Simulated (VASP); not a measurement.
# CaO (Fm-3m) in VASP: further runs

Runs on CaO. Level: PBE. Tasks: single point.

Everything below comes from runs of VASP 6.6.1. Logs are shortened: lines on timing, memory, paths and dates and some standing lists are left out, and cuts for length are marked.

### Step 1. The cell of the first run

Symmetry: Fm-3m, No. 225, cubic system. The conventional cell has a = 5.146 Å, b = 5.146 Å, c = 5.146 Å, α = 90.00°, β = 90.00°, γ = 90.00°. Ca (site symmetry m-3m) has 6 O at 2.57 Å within 3.4 Å. Within 3.4 Å of O (site symmetry m-3m) lie 6 Ca at 2.57 Å.

### Step 2. Single point, PBE (Sr replaced by Ca, lengths x 0.956, strained)

INCAR reads:

```
SYSTEM = CaO
PREC = Accurate
ENCUT = 520
EDIFF = 1E-6
ISMEAR = 0
SIGMA = 0.1
LREAL = .FALSE.
LASPH = .TRUE.
NELM = 60
ALGO = Normal
ISIF = 2
LWAVE = .FALSE.
LCHARG = .FALSE.
GGA = PE
NBANDS = 15
```

KPOINTS reads:

```
regular mesh
0
G
  6 6 6
  0 0 0
```

POSCAR reads:

```
CaO
1.0
    0.0000000000      2.5731838654      2.5731838654
    2.5731838654      0.0000000000      2.5731838654
    2.5731838654      2.5731838654      0.0000000000
Ca O
1 1
Direct
    0.0000000000      0.0000000000      0.0000000000
    0.5000000000      0.5000000000      0.5000000000
```

Potentials or basis: VASP PAW PBE potentials, release 64 (Ca_sv, O).

Launch:

```
> cat potpaw_PBE.64/Ca_sv/POTCAR potpaw_PBE.64/O/POTCAR > POTCAR
> mpirun -np 1 vasp_std > vasp.out
```

OUTCAR:

```text
SYSTEM = CaO
   PREC = Accurate
   ENCUT = 520
   EDIFF = 1E-6
   ISMEAR = 0
   LREAL = .FALSE.
   LASPH = .TRUE.
   NELM = 60
   ISIF = 2
   GGA = PE

 ion  position               nearest neighbor table
   1  0.000  0.000  0.000-
   2  0.500  0.500  0.500-

  LATTYP: Found a face centered cubic cell.
 ALAT       =     5.1463677308

  Lattice vectors:

 A1 = (   0.0000000000,   2.5731838654,   2.5731838654)
 A2 = (   2.5731838654,   0.0000000000,   2.5731838654)
 A3 = (   2.5731838654,   2.5731838654,   0.0000000000)

Analysis of symmetry for initial positions (statically):
=====================================================================
 Subroutine PRICEL returns:
 Original cell was already a primitive cell.

 Routine SETGRP: Setting up the symmetry group for a
 face centered cubic supercell.

 Subroutine GETGRP returns: Found 48 space group operations
 (whereof 48 operations were pure point group operations)
 out of a pool of 48 trial point group operations.

The static configuration has the point symmetry O_h .

Analysis of symmetry for dynamics (positions and initial velocities):
=====================================================================
 Subroutine PRICEL returns:
 Original cell was already a primitive cell.

 Routine SETGRP: Setting up the symmetry group for a
 face centered cubic supercell.

 Subroutine GETGRP returns: Found 48 space group operations
 (whereof 48 operations were pure point group operations)
 out of a pool of 48 trial point group operations.

The dynamic configuration has the point symmetry O_h .

 Subroutine INISYM returns: Found 48 space group operations
 (whereof 48 operations are pure point group operations),
 and found     1 'primitive' translations

----------------------------------------------------------------------------------------

                                     Primitive cell

  volume of cell :      34.0755

  direct lattice vectors                    reciprocal lattice vectors
     0.000000000  2.573183865  2.573183865    -0.194311804  0.194311804  0.194311804
     2.573183865  0.000000000  2.573183865     0.194311804 -0.194311804  0.194311804
     2.573183865  2.573183865  0.000000000     0.194311804  0.194311804 -0.194311804

  length of vectors
     3.639031521  3.639031521  3.639031521     0.336557918  0.336557918  0.336557918

  position of ions in fractional coordinates (direct lattice)
     0.000000000  0.000000000  0.000000000
     0.500000000  0.500000000  0.500000000

  ion indices of the primitive-cell ions
   primitive index   ion index
                 1           1
                 2           2

----------------------------------------------------------------------------------------

 KPOINTS: regular mesh

Automatic generation of k-mesh.
 Grid dimensions read from file:
 generate k-points for:    6    6    6

 Generating k-lattice:

  Cartesian coordinates                     Fractional coordinates (reciprocal lattice)
    -0.032385301  0.032385301  0.032385301     0.166666667  0.000000000  0.000000000
     0.032385301 -0.032385301  0.032385301     0.000000000  0.166666667  0.000000000
     0.032385301  0.032385301 -0.032385301     0.000000000  0.000000000  0.166666667

  Length of vectors
     0.056092986  0.056092986  0.056092986

  Shift w.r.t. Gamma in fractional coordinates (k-lattice)
     0.000000000  0.000000000  0.000000000

 Subroutine IBZKPT returns following result:
 ===========================================

 Found     16 irreducible k-points:

 Following reciprocal coordinates:
            Coordinates               Weight
  0.000000  0.000000  0.000000      1.000000
  0.166667  0.000000  0.000000      8.000000
  0.333333  0.000000  0.000000      8.000000
  0.500000  0.000000  0.000000      4.000000
  0.166667  0.166667  0.000000      6.000000
  0.333333  0.166667  0.000000     24.000000
[... 8 lines left out ...]
 -0.333333  0.333333  0.166667     24.000000
 -0.333333  0.500000  0.166667     12.000000
   k-points           NKPTS =     16   k-points in BZ     NKDIM =     16   number of bands    NBANDS=     15
   number of dos      NEDOS =    301   number of ions     NIONS =      2
   total plane-waves  NPLWV =  21952
   dimension x,y,z NGX =    28 NGY =   28 NGZ =   28
   dimension x,y,z NGXF=    56 NGYF=   56 NGZF=   56
   ions per type =               1   1
   NGX,Y,Z   is equivalent  to a cutoff of  12.79, 12.79, 12.79 a.u.
   NGXF,Y,Z  is equivalent  to a cutoff of  25.58, 25.58, 25.58 a.u.
 SYSTEM =  CaO
   PREC   = accura    normal or accurate (medium, high low for compatibility)
   ISTART =      0    job   : 0-new  1-cont  2-samecut
   ICHARG =      2    charge: 1-file 2-atom 10-const
   ISPIN  =      1    spin polarized calculation?
   LNONCOLLINEAR =      F non collinear calculations
   LSORBIT =      F    spin-orbit coupling
   LASPH  =      T    aspherical Exc in radial PAW
   ENCUT  =  520.0 eV  38.22 Ry    6.18 a.u.   6.77  6.77  6.77*2*pi/ulx,y,z
   NELM   =     60;   NELMIN=  2; NELMDL= -5     # of ELM steps
   EDIFF  = 0.1E-05   stopping-criterion for ELM
   LREAL  =      F    real-space projection
   EDIFFG = 0.1E-04   stopping-criterion for IOM
   NSW    =      0    number of steps for IOM
   IBRION =     -1    ionic relax: 0-MD 1-quasi-New 2-CG
   NFREE  =      0    steps in history (QN), initial steepest desc. (CG)
   ISIF   =      2    stress and relaxation
   ISYM   =      2    0-nonsym 1-usesym 2-fastsym
   POTIM  = 0.5000    time-step for ionic-motion
   TEBEG  =    0.0;   TEEND  =   0.0 temperature during run
   PSTRESS=    0.0 pullay stress
   NELECT =      16.0000    total number of electrons
   NUPDOWN=      -1.0000    fix difference up-down
   EMIN   =  10.00;   EMAX   =-10.00  energy-range for DOS
   EFERMI =   0.00;   METHOD = LEGACY
   ISMEAR =     0;   SIGMA  =   0.10  broadening in eV -4-tet -1-fermi 0-gaus
   EFERMI_NEDOS =   21; number of points for ismear=-14 and -15
   IALGO  =     38    algorithm
   IMIX   =      4    mixing-type and parameters
     AMIX     =   0.40;   BMIX     =  1.00
     AMIX_MAG =   1.60;   BMIX_MAG =  1.00
  volume/ion in A,a.u.               =      17.04       114.98
  Fermi-wavevector in a.u.,A,eV,Ry     =   1.272430  2.404545 22.028906  1.619079
  Thomas-Fermi vector in A             =   2.405309
   LORBIT       =      0    0 simple, 1 ext, 2 COOP (PROOUT), +10 PAW based schemes
   GGA     = PE    functional components
   LHFCALC =     F    Hartree Fock is set to
   AEXX    =    0.0000 exact exchange contribution
   IVDW    =     0    specifies the selected vdW correction
   LEPSILON=     F    determine dielectric tensor
   LRPA    =     F    only Hartree local field effects (RPA)
 non-spin polarized calculation
 Gauss-broadening in eV      SIGMA  =   0.10
  energy-cutoff  :      520.00
  volume of cell :       34.08
 maximum number of plane-waves:       941
   NGX = 13   NGY = 13   NGZ = 13

 number of electron      15.9999998 magnetization

 Free energy of the ion-electron system (eV)
  ---------------------------------------------------
  ext. energy  EPLUGINS =         0.00000000
  ---------------------------------------------------
  free energy    TOTEN  =       -12.53541300 eV

  energy without entropy =      -12.53541300  energy(sigma->0) =      -12.53541300

 E-fermi :   1.8591     XC(G=0):  -9.5211

 val. band max:        1.3144607779   @ k =   0.0000   0.0000   0.0000
 cond. band min:       4.5576910181   @ k =   0.0000   0.0000   0.0000
 fundamental gap:      3.2432302402
 Fermi energy:         1.8590818119

 k-point     1 :       0.0000    0.0000    0.0000
  band No.  band energies     occupation
      1     -37.2274      2.00000
      2     -18.0890      2.00000
      3     -18.0890      2.00000
      4     -18.0890      2.00000
      5     -13.8489      2.00000
      6       1.3145      2.00000
      7       1.3145      2.00000
      8       1.3145      2.00000
      9       4.5577      0.00000
     10       6.9791      0.00000
     11       6.9791      0.00000
     12       6.9791      0.00000
     13       8.1576      0.00000
     14       8.1576      0.00000
     15      15.0988      0.00000

 k-point     2 :       0.1667    0.0000    0.0000
  band No.  band energies     occupation
      1     -37.2175      2.00000
      2     -18.2162      2.00000
      3     -18.0967      2.00000
      4     -18.0967      2.00000
      5     -13.6971      2.00000
      6       0.5589      2.00000
      7       1.0701      2.00000
      8       1.0701      2.00000
      9       5.6045      0.00000
     10       6.9228      0.00000
     11       7.3298      0.00000
     12       7.3298      0.00000
     13       8.6000      0.00000
     14       8.6000      0.00000
     15      15.5414      0.00000

 k-point     3 :       0.3333    0.0000    0.0000
  band No.  band energies     occupation
      1     -37.1976      2.00000
      2     -18.4494      2.00000
      3     -18.1121      2.00000
      4     -18.1121      2.00000
      5     -13.4137      2.00000
      6      -0.4659      2.00000
      7       0.6436      2.00000
      8       0.6436      2.00000
      9       7.1125      0.00000
     10       7.4029      0.00000
     11       8.1172      0.00000
     12       8.1172      0.00000
     13       9.5360      0.00000
     14       9.5360      0.00000
     15      14.1615      0.00000

 k-point     4 :       0.5000    0.0000    0.0000
  band No.  band energies     occupation
      1     -37.1877      2.00000
      2     -18.5573      2.00000
      3     -18.1198      2.00000
      4     -18.1198      2.00000
      5     -13.2794      2.00000
      6      -0.8784      2.00000
      7       0.4536      2.00000
      8       0.4536      2.00000
      9       7.4188      0.00000
     10       8.3419      0.00000
     11       8.5615      0.00000
     12       8.5615      0.00000
     13      10.1103      0.00000
     14      10.1103      0.00000
     15      12.9079      0.00000
[... 163 lines left out ...]
 k-point    14 :       0.5000    0.3333    0.1667
  band No.  band energies     occupation
      1     -37.1848      2.00000
      2     -18.3975      2.00000
      3     -18.2134      2.00000
      4     -18.1546      2.00000
      5     -13.4663      2.00000
      6      -0.2609      2.00000
      7       0.5750      2.00000
      8       0.6430      2.00000
      9       6.2774      0.00000
     10       7.6113      0.00000
     11       8.5440      0.00000
     12       8.8486      0.00000
     13       9.5736      0.00000
     14      10.7033      0.00000
     15      14.0151      0.00000

 k-point    15 :      -0.3333    0.3333    0.1667
  band No.  band energies     occupation
      1     -37.1783      2.00000
      2     -18.3998      2.00000
      3     -18.2482      2.00000
      4     -18.1800      2.00000
      5     -13.4435      2.00000
      6      -0.1583      2.00000
      7       0.3467      2.00000
      8       0.5098      2.00000
      9       7.1102      0.00000
     10       7.1166      0.00000
     11       8.5847      0.00000
     12       9.1536      0.00000
     13       9.8766      0.00000
     14      12.1470      0.00000
     15      12.5310      0.00000

 k-point    16 :      -0.3333    0.5000    0.1667
  band No.  band energies     occupation
      1     -37.1753      2.00000
      2     -18.3348      2.00000
      3     -18.2455      2.00000
      4     -18.2425      2.00000
      5     -13.5345      2.00000
      6       0.1392      2.00000
      7       0.4535      2.00000
      8       0.5584      2.00000
      9       5.9711      0.00000
     10       8.0151      0.00000
     11       8.2883      0.00000
     12       9.4972      0.00000
     13       9.5962      0.00000
     14      12.1946      0.00000
     15      12.4287      0.00000

------------------------ aborting loop because EDIFF is reached ----------------------------------------

  FORCE on cell =-STRESS in cart. coord.  units (eV):
  Direction    XX          YY          ZZ          XY          YZ          ZX
  --------------------------------------------------------------------------------------
  -------------------------------------------------------------------------------------
  Total       -2.7720401     -2.7720401     -2.7720401     -0.0000000      0.0000000     -0.0000000
  in kB     -130.3369741   -130.3369741   -130.3369741     -0.0000000      0.0000000     -0.0000000
  external PRESSURE =    -130.3369741 kB  Pullay stress =       0.0000000 kB

 VOLUME and BASIS-vectors are now :
 -----------------------------------------------------------------------------
  energy-cutoff  :      520.00
  volume of cell :       34.08
      direct lattice vectors                 reciprocal lattice vectors
     0.000000000  2.573183865  2.573183865    -0.194311804  0.194311804  0.194311804
     2.573183865  0.000000000  2.573183865     0.194311804 -0.194311804  0.194311804
     2.573183865  2.573183865  0.000000000     0.194311804  0.194311804 -0.194311804

 POSITION                                       TOTAL-FORCE (eV/Angst)
 -----------------------------------------------------------------------------------
      0.00000      0.00000      0.00000        -0.000000     -0.000000     -0.000000
      2.57318      2.57318      2.57318         0.000000      0.000000      0.000000
 -----------------------------------------------------------------------------------
    total drift:                                0.000000      0.000000      0.000000

  FREE ENERGIE OF THE ION-ELECTRON SYSTEM (eV)
  ---------------------------------------------------
  free  energy   TOTEN  =       -12.5354129981 eV

  energy  without entropy=      -12.5354129981  energy(sigma->0) =      -12.53541300
```

It took 7.2 s on 1 thread of Intel Xeon Platinum 8488C (Sapphire Rapids), shared host; peak memory 0.15 GiB.

What came out:

```
Free energy            : -12.5354 eV
Pressure               : -13.0 GPa
Band gap on the k mesh : 3.24 eV
```

Levels at points of the mesh, in eV from the valence-band top:
```
           k point  band 4  band 5  band 6  band 7  band 8  band 9  band 10  band 11  band 12  band 13
(0.00, 0.00, 0.00)  -19.40  -15.16    0.00    0.00    0.00    3.24     5.66     5.66     5.66     6.84
(0.50, 0.00, 0.00)  -19.43  -14.59   -2.19   -0.86   -0.86    6.10     7.03     7.25     7.25     8.80
(0.50, 0.50, 0.00)  -19.52  -14.96   -1.30   -0.38   -0.38    3.60     6.63     7.73     8.18     8.18
```

Caveat: the cell differs from its parent crystal (Sr replaced by Ca, lengths x 0.956, strained); the cell stands under tension.

### Step 3. Single point, PBE (Sr replaced by Ca, lengths x 0.956, strained)

INCAR reads:

```
SYSTEM = CaO
PREC = Accurate
ENCUT = 520
EDIFF = 1E-6
ISMEAR = 0
SIGMA = 0.02
LREAL = .False.
LASPH = .True.
NELM = 100
ALGO = Normal
ISIF = 2
LWAVE = .False.
LCHARG = .False.
GGA = PE
NBANDS = 15
```

KPOINTS reads:

```
regular mesh
0
Gamma
  8 8 8
  0 0 0
```

POSCAR is that of step 2.

Potentials or basis: VASP PAW PBE potentials, release 64 (Ca_sv, O).

Launch:

```
> cat potpaw_PBE.64/Ca_sv/POTCAR potpaw_PBE.64/O/POTCAR > POTCAR
> mpirun -np 1 vasp_std > vasp.out
```

Wall time 11 s (1 thread of Intel Xeon Platinum 8488C (Sapphire Rapids), shared host); peak memory 0.15 GiB.

It converged, with:

```yaml
Free_energy: -12.5355 eV
Pressure: -13.0 GPa
Band_gap_on_the_k_mesh: 3.24 eV
```

Levels at points of the mesh, in eV from the valence-band top:
```
           k point  band 4  band 5  band 6  band 7  band 8  band 9  band 10  band 11  band 12  band 13
(0.00, 0.00, 0.00)  -19.40  -15.16    0.00    0.00    0.00    3.24     5.66     5.66     5.66     6.84
(0.50, 0.00, 0.00)  -19.43  -14.59   -2.19   -0.86   -0.86    6.10     7.03     7.25     7.25     8.80
(0.50, 0.50, 0.00)  -19.51  -14.96   -1.30   -0.38   -0.38    3.60     6.63     7.73     8.18     8.18
```

Caveat: the cell differs from its parent crystal (Sr replaced by Ca, lengths x 0.956, strained); the cell stands under tension.
